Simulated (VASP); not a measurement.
A run of VASP 6.6.1 is set up as follows.

Contents of INCAR:

```
SYSTEM = HfO3
PREC = Accurate ; ENCUT = 600
EDIFF = 1E-7 ; ISMEAR = 0
SIGMA = 0.1 ; LREAL = .False.
LASPH = .True. ; NELM = 100
ALGO = Normal ; ISIF = 3
LWAVE = .False. ; LCHARG = .False.
GGA = PE ; IBRION = 2
NSW = 90 ; EDIFFG = -0.04
```

Contents of KPOINTS:

```
Automatic mesh
0
Gamma
  4 4 4
  0 0 0
```

File POSCAR:

```
HfO3
1.0
    4.7759899300      0.0000000000      0.0000000000
    0.0000000000      4.7759899300      0.0000000000
    0.0000000000      0.0000000000      4.7759899300
Hf O
2 6
Direct
    0.0000000000      0.0000000000      0.0000000000
    0.5000000000      0.5000000000      0.5000000000
    0.2500000000      0.0000000000      0.5000000000
    0.7500000000      0.0000000000      0.5000000000
    0.5000000000      0.2500000000      0.0000000000
    0.5000000000      0.7500000000      0.0000000000
    0.0000000000      0.5000000000      0.2500000000
    0.0000000000      0.5000000000      0.7500000000
```

Potentials or basis: VASP PAW PBE potentials, release 64 (Hf_pv, O).

Run with:

```console
$ cat potpaw_PBE.64/Hf_pv/POTCAR potpaw_PBE.64/O/POTCAR > POTCAR
$ mpirun -np 1 vasp_std > vasp.out
```

Question: What does it give for the space group after relaxing (to 0.05 Å)?

Answer: Pm-3n (No. 223).

Question: Predict the band gap on the k mesh.

Answer: Zero (band 28 reaches 7.49 eV, above the bottom of band 29 at 3.66 eV).

Final structure:
```
Hf O
1.0
     4.12012    0.00000    0.00000
     0.00000    4.12012    0.00000
     0.00000    0.00000    4.12012
Hf O
2 6
Direct
  0.00000 0.00000 0.00000
  0.50000 0.50000 0.50000
  0.25000 0.00000 0.50000
  0.75000 0.00000 0.50000
  0.50000 0.25000 0.00000
  0.50000 0.75000 0.00000
  0.00000 0.50000 0.25000
  0.00000 0.50000 0.75000
```

Caveat: spin-orbit coupling is left out, which moves the levels of the heavy elements.
